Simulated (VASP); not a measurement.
Write the native input for VASP 6.6.1 that does the following.

- Task: single point
- Functional: BLYP
- Dispersion: D4
- Potentials or basis: VASP PAW PBE potentials, release 64 (Si, C)
- Cutoff: 520 eV
- k mesh: 10 × 10 × 5
- Occupations: fermi-dirac, width 0.05 eV
- Spin: no spin polarisation
- Dipole correction: no
- Further INCAR settings: ALGO = Normal; EDIFF = 1e-06; NBANDS = 16

The structure of SiC (Moissanite) lies in POSCAR:

```
SiC
1.0
    3.0963714546      0.0000000000      0.0000000000
   -1.5481857273      2.6815363392      0.0000000000
    0.0000000000      0.0000000000      5.0814314379
Si C
2 2
Direct
    0.6666666667      0.3333333333      0.5000000000
    0.3333333333      0.6666666667      0.0000000000
    0.6666666667      0.3333333333      0.8850000000
    0.3333333333      0.6666666667      0.3850000000
```

These files were run (other wordings do the same):

INCAR

```
SYSTEM = SiC
PREC = Accurate
ENCUT = 520
EDIFF = 1E-6
ISMEAR = -1
SIGMA = 0.05
LREAL = .False.
LASPH = .True.
NELM = 60
ALGO = Normal
ISIF = 2
LWAVE = .False.
LCHARG = .True.
GGA = B5
ALDAX = 1.0
AGGAX = 1.0
AGGAC = 1.0
ALDAC = 0.0
IVDW = 13
VDW_S6 = 1.0
VDW_S8 = 2.34076671
VDW_A1 = 0.44488865
VDW_A2 = 4.0933009
LELF = .True.
LVHAR = .True.
NBANDS = 16
```

KPOINTS

```
regular mesh
0
Gamma
  10 10 5
  0 0 0
```

Potentials or basis: VASP PAW PBE potentials, release 64 (Si, C).

Command:

```bash
$ cat potpaw_PBE.64/Si/POTCAR potpaw_PBE.64/C/POTCAR > POTCAR
$ mpirun -np 1 vasp_std > vasp.out
```

Results of the run:

The pressure is -3.8 GPa and the largest force is 0.706 eV/Å. The band gap on the k mesh is 2.81 eV, indirect (least direct gap 4.29 eV). The dispersion energy per atom is -0.629 eV.

Caveat: the PAW data sets were made with another functional, which shifts forces and pressure a little.

It took 20 s on 1 thread of Intel(R) Xeon(R) Platinum 8488C (Sapphire Rapids) (shared host), peak memory 0.16 GiB.
